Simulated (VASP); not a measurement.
Set up this calculation in VASP 6.6.1, as the native input.

```yaml
Task: single point
Functional: PBE
Potentials_or_basis: VASP PAW PBE potentials, release 64 (Zr_sv, Si)
Cutoff: 520 eV
k_mesh: 4 × 4 × 4
Occupations: gaussian, width 0.1 eV
Spin: no spin polarisation
Dipole_correction: no
Further_INCAR_settings: ALGO = Normal; EDIFF = 1e-06; NBANDS = 26
```

The structure of Zr2Si3 lies in POSCAR:

```
Zr2Si3
1.0
    5.2091488288      0.0000000000      0.0000000000
    0.0000000000      5.1579858674      0.0000000000
    0.0000000000      0.0000000000      5.2029499995
Zr Si
2 3
Direct
    0.5000000000      0.5000000000      0.5000000000
    0.5000000000      0.0000000000      0.5000000000
    0.0000000000      0.0000000000      0.5000000000
    0.5000000000      0.0000000000      0.0000000000
    0.0000000000      0.0000000000      0.0000000000
```

The cell was generated, and may not be a known phase.

The input as run:

INCAR

```
PREC     = Accurate       # precision mode
ENCUT    = 520            # plane-wave cutoff, eV
EDIFF    = 1E-6           # SCF threshold, eV
ISMEAR   = 0              # smearing method
SIGMA    = 0.1            # smearing width, eV
LREAL    = False          # projectors in reciprocal space
LASPH    = True           # aspherical terms in the spheres
NELM     = 100            # most SCF steps
ALGO     = Normal         # electronic algorithm
ISIF     = 2              # what is computed and relaxed
LWAVE    = False          # write WAVECAR
LCHARG   = False          # write CHGCAR
GGA      = PE             # functional
NBANDS   = 26             # bands
```

KPOINTS

```
regular mesh
0
Gamma
  4 4 4
```

Potentials or basis: VASP PAW PBE potentials, release 64 (Zr_sv, Si).

Launch:

```sh
$ cat potpaw_PBE.64/Zr_sv/POTCAR potpaw_PBE.64/Si/POTCAR > POTCAR
$ mpirun -np 1 vasp_std > vasp.out
```

It gave:

The pressure is 0.0 GPa and the band gap on the k mesh is zero (bands 18 and 19 overlap by 1.01 eV).

Run time: 95 s on 1 thread of Intel(R) Xeon(R) Platinum 8259CL CPU @ 2.50GHz (Skylake/Cascade Lake), with other jobs on the host, peak memory 0.28 GiB.
